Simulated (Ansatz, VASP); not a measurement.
**One calculation of Hf, two programs**

```
Hf
1.0
     0.00000    2.23672    2.23672
     2.23672    0.00000    2.23672
     2.23672    2.23672    0.00000
Hf
1
Direct
  0.00000 0.00000 0.00000
```

Alike in both runs: task relaxation of cell and atoms; functional BLYP; k mesh 12 × 12 × 12; occupations fermi-dirac, width 0.1 eV; no spin polarisation.

|  | VASP | Ansatz |
| --- | --- | --- |
| version | VASP 6.6.1 | Ansatz 0.2.0 |
| potentials or method | VASP PAW PBE potentials, release 64 (Hf_pv), cutoff 600 eV | plane waves (420 eV) with PAW, scalar-relativistic |
| valence electrons in the cell | 10 | 26 |

```tsv
	VASP	Ansatz	Ansatz less VASP
relaxed volume (Å³/atom)	23.17	23.17	+0.005
relaxed cell length with the largest relative difference (Å)	3.200	3.200	+0.0002
```

VASP's potentials were made for PBE, not for BLYP. VASP's potentials hold 10 valence electrons a cell and Ansatz's 26, so a difference there can come from the potentials and not from the codes.

Spin-orbit coupling is off throughout.
